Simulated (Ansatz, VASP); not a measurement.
## One calculation of ZnS, two programs

```
Zn S
1.0
     3.82000    0.00000    0.00000
    -1.91000    3.30822    0.00000
     0.00000    0.00000   24.96000
Zn S
8 8
Direct
  0.00000 0.00000 0.00001
  0.00000 0.00000 0.50001
  0.33333 0.66667 0.12492
  0.66667 0.33333 0.62492
  0.33333 0.66667 0.37513
  0.66667 0.33333 0.87513
  0.33333 0.66667 0.75002
  0.66667 0.33333 0.25002
  0.00000 0.00000 0.09374
  0.00000 0.00000 0.59374
  0.33333 0.66667 0.21864
  0.66667 0.33333 0.71864
  0.33333 0.66667 0.46883
  0.66667 0.33333 0.96883
  0.33333 0.66667 0.84391
  0.66667 0.33333 0.34391
```

Alike in both runs: functional PBE; k mesh 12 × 12 × 2; occupations gaussian, width 0.02 eV; no spin polarisation.

Ansatz relaxed the structure, and its values are those at the end. VASP's run is a single point on that final structure, the one shown.

|  | VASP | Ansatz |
| --- | --- | --- |
| version | VASP 6.6.1 | Ansatz 0.2.0 |
| potentials or method | VASP PAW PBE potentials, release 64 (Zn, S), cutoff 520 eV | scalar-relativistic, plane waves, PAW |
| valence electrons in the cell | 144 | 144 |

```tsv
	VASP	Ansatz	Ansatz less VASP
gap on the k mesh at the Fermi level (eV)	2.14	2.13	-0.005
least direct gap on the mesh (eV)	2.14	2.13	-0.005
pressure (GPa)	1.8	1.7	-0.17
```

Ansatz's warnings: stress scf threshold loose.
